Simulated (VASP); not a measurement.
A run of VASP 6.6.1 is set up as follows.

File POSCAR:

```
GaSb
1.0
    0.0000000000      3.0962360099      3.0962360099
    3.0962360099      0.0000000000      3.0962360099
    3.0962360099      3.0962360099      0.0000000000
Ga Sb
1 1
Direct
    0.0000000000      0.0000000000      0.0000000000
    0.2500000000      0.2500000000      0.2500000000
```

File INCAR.step1:

```
SYSTEM = GaSb
PREC = Accurate
ENCUT = 520
ISMEAR = -1
SIGMA = 0.02
LREAL = .False.
LASPH = .True.
NELM = 60
NBANDS = 16
GGA = PE
ALGO = Normal
EDIFF = 1E-4
LWAVE = .True.
LCHARG = .False.
```

INCAR.step2

```
SYSTEM = GaSb
PREC = Accurate
ENCUT = 520
EDIFF = 1E-7
ISMEAR = -1
SIGMA = 0.02
LREAL = .False.
LASPH = .True.
NELM = 60
ALGO = Normal
ISIF = 2
LWAVE = .False.
LCHARG = .False.
METAGGA = R2SCAN
LMIXTAU = .True.
NBANDS = 16
ISTART = 1
```

Contents of KPOINTS:

```
regular mesh
0
Gamma
  6 6 6
  0 0 0
```

Potentials or basis: VASP PAW PBE potentials, release 64 (Ga_d, Sb).

Command:

```console
$ cat potpaw_PBE.64/Ga_d/POTCAR potpaw_PBE.64/Sb/POTCAR > POTCAR
$ cp INCAR.step1 INCAR
$ mpirun -np 1 vasp_std > vasp.out
$ cp INCAR.step2 INCAR
$ mpirun -np 1 vasp_std > vasp.out
```

Task: Estimate the pressure.

Result: -1.4 GPa.

Task: What does it give for the band gap on the k mesh?

Result: 0.18 eV, direct.

Caveat: the PAW data sets were made with another functional, which shifts forces and pressure a little; spin-orbit coupling is left out, which moves the levels of the heavy elements. A k mesh can miss the band edges.
